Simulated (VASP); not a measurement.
# Zr (Fm-3m) in VASP: notebook

The runs below take Zr through single point, relaxation of cell and atoms, with PBEsol.

Program: VASP 6.6.1. These are calculated values, not measurements. Logs are shortened: lines on timing, memory, paths and dates and some standing lists are left out, and cuts for length are marked.

## (1) The cell of the first run

The structure is cubic, space group Fm-3m (No. 225). Conventional cell: a = 4.458 Å, b = 4.458 Å, c = 4.458 Å, α = 90.00°, β = 90.00°, γ = 90.00°. Within 4.1 Å of Zr (site symmetry m-3m) lie 12 Zr at 3.15 Å.

## (2) Single point, PBEsol

INCAR reads:

```
PREC = Accurate
ENCUT = 520
EDIFF = 1E-6
ISMEAR = 0
SIGMA = 0.1
LREAL = F
LASPH = T
NELM = 60
ALGO = Normal
ISIF = 2
LWAVE = F
LCHARG = F
GGA = PS
NBANDS = 12
```

KPOINTS reads:

```
Automatic mesh
0
Gamma
  6 6 6
```

POSCAR reads:

```
Zr
1.0
    0.0000000000      2.2292473238      2.2292473238
    2.2292473238      0.0000000000      2.2292473238
    2.2292473238      2.2292473238      0.0000000000
Zr
1
Direct
    0.0000000000      0.0000000000      0.0000000000
```

Potentials or basis: VASP PAW PBE potentials, release 64 (Zr_sv).

On the command line:

```sh
$ cat potpaw_PBE.64/Zr_sv/POTCAR > POTCAR
$ mpirun -np 1 vasp_std > vasp.out
```

OUTCAR:

```text
PREC = Accurate
   ENCUT = 520
   EDIFF = 1E-6
   ISMEAR = 0
   LREAL = F
   LASPH = T
   NELM = 60
   ISIF = 2
   GGA = PS

 ion  position               nearest neighbor table
   1  0.000  0.000  0.000-

  LATTYP: Found a face centered cubic cell.
 ALAT       =     4.4584946476

  Lattice vectors:

 A1 = (   0.0000000000,   2.2292473238,   2.2292473238)
 A2 = (   2.2292473238,   0.0000000000,   2.2292473238)
 A3 = (   2.2292473238,   2.2292473238,   0.0000000000)

Analysis of symmetry for initial positions (statically):
=====================================================================
 Subroutine PRICEL returns:
 Original cell was already a primitive cell.

 Routine SETGRP: Setting up the symmetry group for a
 face centered cubic supercell.

 Subroutine GETGRP returns: Found 48 space group operations
 (whereof 48 operations were pure point group operations)
 out of a pool of 48 trial point group operations.

The static configuration has the point symmetry O_h .

Analysis of symmetry for dynamics (positions and initial velocities):
=====================================================================
 Subroutine PRICEL returns:
 Original cell was already a primitive cell.

 Routine SETGRP: Setting up the symmetry group for a
 face centered cubic supercell.

 Subroutine GETGRP returns: Found 48 space group operations
 (whereof 48 operations were pure point group operations)
 out of a pool of 48 trial point group operations.

The dynamic configuration has the point symmetry O_h .

 Subroutine INISYM returns: Found 48 space group operations
 (whereof 48 operations are pure point group operations),
 and found     1 'primitive' translations

----------------------------------------------------------------------------------------

                                     Primitive cell

  volume of cell :      22.1567

  direct lattice vectors                    reciprocal lattice vectors
     0.000000000  2.229247324  2.229247324    -0.224290950  0.224290950  0.224290950
     2.229247324  0.000000000  2.229247324     0.224290950 -0.224290950  0.224290950
     2.229247324  2.229247324  0.000000000     0.224290950  0.224290950 -0.224290950

  length of vectors
     3.152631799  3.152631799  3.152631799     0.388483321  0.388483321  0.388483321

[... 72 lines left out ...]
   NSW    =      0    number of steps for IOM
   IBRION =     -1    ionic relax: 0-MD 1-quasi-New 2-CG
   NFREE  =      0    steps in history (QN), initial steepest desc. (CG)
   ISIF   =      2    stress and relaxation
   ISYM   =      2    0-nonsym 1-usesym 2-fastsym
   POTIM  = 0.5000    time-step for ionic-motion
   TEBEG  =    0.0;   TEEND  =   0.0 temperature during run
   PSTRESS=    0.0 pullay stress
   NELECT =      12.0000    total number of electrons
   NUPDOWN=      -1.0000    fix difference up-down
   EMIN   =  10.00;   EMAX   =-10.00  energy-range for DOS
   EFERMI =   0.00;   METHOD = LEGACY
   ISMEAR =     0;   SIGMA  =   0.10  broadening in eV -4-tet -1-fermi 0-gaus
   EFERMI_NEDOS =   21; number of points for ismear=-14 and -15
   IALGO  =     38    algorithm
   IMIX   =      4    mixing-type and parameters
     AMIX     =   0.40;   BMIX     =  1.00
     AMIX_MAG =   1.60;   BMIX_MAG =  1.00
  volume/ion in A,a.u.               =      22.16       149.52
  Fermi-wavevector in a.u.,A,eV,Ry     =   1.334444  2.521733 24.228446  1.780741
  Thomas-Fermi vector in A             =   2.463225
   LORBIT       =      0    0 simple, 1 ext, 2 COOP (PROOUT), +10 PAW based schemes
   GGA     = PS    functional components
   LHFCALC =     F    Hartree Fock is set to
   AEXX    =    0.0000 exact exchange contribution
   IVDW    =     0    specifies the selected vdW correction
   LEPSILON=     F    determine dielectric tensor
   LRPA    =     F    only Hartree local field effects (RPA)
 non-spin polarized calculation
 Gauss-broadening in eV      SIGMA  =   0.10
  energy-cutoff  :      520.00
  volume of cell :       22.16
 maximum number of plane-waves:       609
   NGX = 11   NGY = 11   NGZ = 11

 number of electron      12.0000000 magnetization

 Free energy of the ion-electron system (eV)
  ---------------------------------------------------
  ext. energy  EPLUGINS =         0.00000000
  ---------------------------------------------------
  free energy    TOTEN  =        -9.04105558 eV

  energy without entropy =       -9.02942628  energy(sigma->0) =       -9.03524093

 E-fermi :   9.2455     XC(G=0): -11.4321

 val. band max:        9.1759551447   @ k =  -0.3333   0.1667   0.0000
 cond. band min:       9.3111930578   @ k =  -0.3333   0.3333   0.1667
 fundamental gap:      0.1352379131
 Fermi energy:         9.2454685549

 k-point     1 :       0.0000    0.0000    0.0000
  band No.  band energies     occupation
      1     -39.2098      2.00000
      2     -16.6699      2.00000
      3     -16.6699      2.00000
      4     -16.6699      2.00000
      5       3.6669      2.00000
      6      10.2931      0.00000
      7      10.2931      0.00000
      8      10.2931      0.00000
      9      12.8735      0.00000
     10      12.8735      0.00000
     11      19.9102      0.00000
     12      24.2701      0.00000
[... 211 lines left out ...]
 k-point    16 :      -0.3333    0.5000    0.1667
  band No.  band energies     occupation
      1     -38.9783      2.00000
      2     -17.5709      2.00000
      3     -17.2426      2.00000
      4     -17.0864      2.00000
      5       7.0373      2.00000
      6       7.8520      2.00000
      7      10.2508      0.00000
      8      12.5913      0.00000
      9      15.3605      0.00000
     10      17.6917      0.00000
     11      19.3647      0.00000
     12      19.4525      0.00000

------------------------ aborting loop because EDIFF is reached ----------------------------------------

  FORCE on cell =-STRESS in cart. coord.  units (eV):
  Direction    XX          YY          ZZ          XY          YZ          ZX
  --------------------------------------------------------------------------------------
  -------------------------------------------------------------------------------------
  Total       -0.0141748     -0.0141748     -0.0141748      0.0000000     -0.0000000      0.0000000
  in kB       -1.0249966     -1.0249966     -1.0249966      0.0000000     -0.0000000      0.0000000
  external PRESSURE =      -1.0249966 kB  Pullay stress =       0.0000000 kB

 VOLUME and BASIS-vectors are now :
 -----------------------------------------------------------------------------
  energy-cutoff  :      520.00
  volume of cell :       22.16
      direct lattice vectors                 reciprocal lattice vectors
     0.000000000  2.229247324  2.229247324    -0.224290950  0.224290950  0.224290950
     2.229247324  0.000000000  2.229247324     0.224290950 -0.224290950  0.224290950
     2.229247324  2.229247324  0.000000000     0.224290950  0.224290950 -0.224290950

 POSITION                                       TOTAL-FORCE (eV/Angst)
 -----------------------------------------------------------------------------------
      0.00000      0.00000      0.00000         0.000000      0.000000      0.000000
 -----------------------------------------------------------------------------------
    total drift:                                0.000000     -0.000000     -0.000000

  FREE ENERGIE OF THE ION-ELECTRON SYSTEM (eV)
  ---------------------------------------------------
  free  energy   TOTEN  =        -9.0410555789 eV

  energy  without entropy=       -9.0294262823  energy(sigma->0) =       -9.03524093
```

Wall time 4.4 s (1 thread of Intel Xeon Platinum 8259CL at 2.50GHz (Skylake/Cascade Lake), shared host); peak memory 0.13 GiB.

Results:

```yaml
Free_energy: -9.0411 eV
Pressure: -0.1 GPa
Band_gap_on_the_k_mesh: zero (band 6 reaches 10.29 eV, above the bottom of band 7 at 9.16 eV)
```

Caveat: the k points lie up to 0.41 Å⁻¹ apart; the PAW data sets were made with another functional, which shifts forces and pressure a little.

## (3) Relaxation of cell and atoms, PBEsol

This run uses another cell than the first one, of 23.23 Å³/atom, 1.048 times its volume.

INCAR reads:

```
PREC     = Accurate       # precision mode
ENCUT    = 600            # plane-wave cutoff, eV
EDIFF    = 1E-7           # SCF threshold, eV
ISMEAR   = 0              # smearing method
SIGMA    = 0.1            # smearing width, eV
LREAL    = F              # projectors in reciprocal space
LASPH    = T              # aspherical terms in the spheres
NELM     = 100            # most SCF steps
ALGO     = Normal         # electronic algorithm
ISIF     = 3              # what is computed and relaxed
LWAVE    = F              # write WAVECAR
LCHARG   = F              # write CHGCAR
GGA      = PS             # functional
IBRION   = 2              # ionic algorithm
NSW      = 90             # ionic steps
EDIFFG   = -0.04          # ionic threshold
```

KPOINTS reads:

```
regular mesh
0
Gamma
  6 6 6
```

POSCAR reads:

```
Zr
1.0
    0.0000000000      2.2646202716      2.2646202716
    2.2646202716      0.0000000000      2.2646202716
    2.2646202716      2.2646202716      0.0000000000
Zr
1
Direct
    0.0000000000      0.0000000000      0.0000000000
```

Potentials or basis: VASP PAW PBE potentials, release 64 (Zr_sv).

On the command line:

```sh
$ cat potpaw_PBE.64/Zr_sv/POTCAR > POTCAR
$ mpirun -np 1 vasp_std > vasp.out
```

Run time: 20 s. Hardware: 1 thread of Intel Xeon Platinum 8259CL at 2.50GHz (Skylake/Cascade Lake), shared host; peak memory 0.16 GiB.

It converged, with:

```
Free energy                            : -9.0417 eV
Relaxed volume                         : 22.14 Å³/atom
Relaxed cell                           : a = 3.152 Å, b = 3.152 Å, c = 3.152 Å, α = 60.00°, β = 60.00°, γ = 60.00°
Space group after relaxing (to 0.05 Å) : Fm-3m (No. 225)
Energy gained by relaxing              : 13.8 meV/atom
Ionic steps                            : 3
Pressure after relaxing                : 0.0 GPa
Band gap on the k mesh                 : zero (band 6 reaches 10.30 eV, above the bottom of band 7 at 9.17 eV)
```

Step by step:
| step | energy change (eV) | largest force (eV/Å) | pressure (GPa) | volume (Å³) |
| --- | --- | --- | --- | --- |
| 1 | 0.0000 | 0.0000 | -3.92 | 23.23 |
| 2 | -0.0061 | 0.0000 | 3.29 | 21.37 |
| 3 | -0.0138 | 0.0000 | -0.01 | 22.14 |

Final structure:
```yaml
crystal:
  lattice:
    - [0.00000, 2.22873, 2.22873]
    - [2.22873, 0.00000, 2.22873]
    - [2.22873, 2.22873, 0.00000]
  atoms:
    - { symbol: Zr, position: [0.00000, 0.00000, 0.00000] }
```

Levels at points of the mesh, in eV from the Fermi level:
```tsv
k point	band 3	band 4	band 5	band 6	band 7	band 8	band 9	band 10
(0.00, 0.00, 0.00)	-25.91	-25.91	-5.58	1.05	1.05	1.05	3.63	3.63
(0.50, 0.00, 0.00)	-26.06	-26.06	-3.02	0.85	0.85	1.39	5.56	5.56
(0.50, 0.50, 0.00)	-26.32	-26.32	-3.11	-2.30	3.35	5.56	6.11	6.11
```

Caveat: the k points lie up to 0.41 Å⁻¹ apart in the final cell; the PAW data sets were made with another functional, which shifts forces and pressure a little.

## (4) Single point, PBEsol

This run uses another cell than the first one, of 22.23 Å³/atom, 1.003 times its volume.

INCAR reads:

```
SYSTEM = Zr
ALGO = Fast
EDIFF = 1E-7
ENCUT = 520
GGA = PS
ISIF = 2
ISMEAR = 0
LASPH = .True.
LCHARG = .False.
LREAL = .False.
LWAVE = .False.
NBANDS = 12
NELM = 60
PREC = Accurate
SIGMA = 0.1
```

KPOINTS reads:

```
k-points
0
Gamma
  21 21 21
  0 0 0
```

POSCAR reads:

```
Zr
1.0
    1.5779705382      0.9110417150      2.5766782924
   -1.5779705382      0.9110417150      2.5766782924
    0.0000000000     -1.8220834301      2.5766782924
Zr
1
Direct
    0.5000000000      0.5000000000      0.5000000000
```

On the command line:

```sh
$ cat potpaw_PBE.64/Zr_sv/POTCAR > POTCAR
$ mpirun -np 1 vasp_std > vasp.out
```

Run time: 4.4 min. Hardware: 1 thread of Intel Xeon Platinum 8259CL at 2.50GHz (Skylake/Cascade Lake), shared host; peak memory 0.33 GiB.

Results (log left out):

```
Free energy            : -9.0526 eV
Pressure               : 0.1 GPa
Band gap on the k mesh : zero (band 6 reaches 10.27 eV, above the bottom of band 7 at 8.78 eV)
```

Levels at points of the mesh, in eV from the Fermi level:
```tsv
k point	band 4	band 5	band 6	band 7	band 8	band 9
(0.00, 0.00, 0.00)	-25.98	-5.64	0.99	0.99	0.99	3.56
```

Caveat: the PAW data sets were made with another functional, which shifts forces and pressure a little.

## (5) The runs side by side

| task | cell | k mesh | cutoff (eV) | gap on the mesh (eV) | pressure (GPa) |
| --- | --- | --- | --- | --- | --- |
| single point | a = 3.153 Å, angles 60.0°, 1 atom | 6 × 6 × 6 | 520 | none | -0.1 |
| relaxation of cell and atoms | relaxed from a = 3.203 Å, angles 60.0°, 1 atom | 6 × 6 × 6 | 600 | none | 0.0 |
| single point | a = 3.156 Å, angles 60.0°, 1 atom | 21 × 21 × 21 | 520 | none | 0.1 |

Alike in all rows: level PBEsol; potentials or basis VASP PAW PBE potentials, release 64 (Zr_sv); no spin polarisation; smearing gaussian 0.1 eV.

Caveats: some runs use coarse meshes; the PAW data sets were made with another functional, which shifts forces and pressure a little.

Total energies depend on the potentials used, so only differences within one code and one set of settings carry meaning.
